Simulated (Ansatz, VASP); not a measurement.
**CoH4: VASP beside Ansatz**

```
CELL_PARAMETERS angstrom
2.48043 0.00000 0.00000
-1.24021 2.14811 0.00000
0.00000 0.00000 8.28750
ATOMIC_POSITIONS crystal
Co 0.66667 0.33333 0.22958
H 0.33333 0.66667 0.11947
H 0.00000 0.00000 0.33968
H 0.33333 0.66667 0.67807
H 0.33333 0.66667 0.76764
```

Alike in both runs: functional PBE; k mesh 12 × 12 × 4; occupations gaussian, width 0.1 eV; no spin polarisation.

Ansatz relaxed the structure, and its values are those at the end. VASP's run is a single point on that final structure, the one shown.

|  | VASP | Ansatz |
| --- | --- | --- |
| version | VASP 6.6.1 | Ansatz 0.2.0 |
| potentials or method | VASP PAW PBE potentials, release 64 (Co, H), cutoff 520 eV | scalar-relativistic, plane waves, PAW |
| valence electrons in the cell | 13 | 21 |

VASP gave:

* gap on the k mesh at the Fermi level (eV): none
* pressure (GPa): -0.3
* rms of the force components (eV/Å): 0.004

What did Ansatz give for the same quantities?

gap on the k mesh at the Fermi level (eV): none; pressure (GPa): 0.0; rms of the force components (eV/Å): 0.001.

A gap of «none» marks a metal or a gap that the smearing closes. VASP's potentials hold 13 valence electrons a cell and Ansatz's 21, so a difference there can come from the potentials and not from the codes.
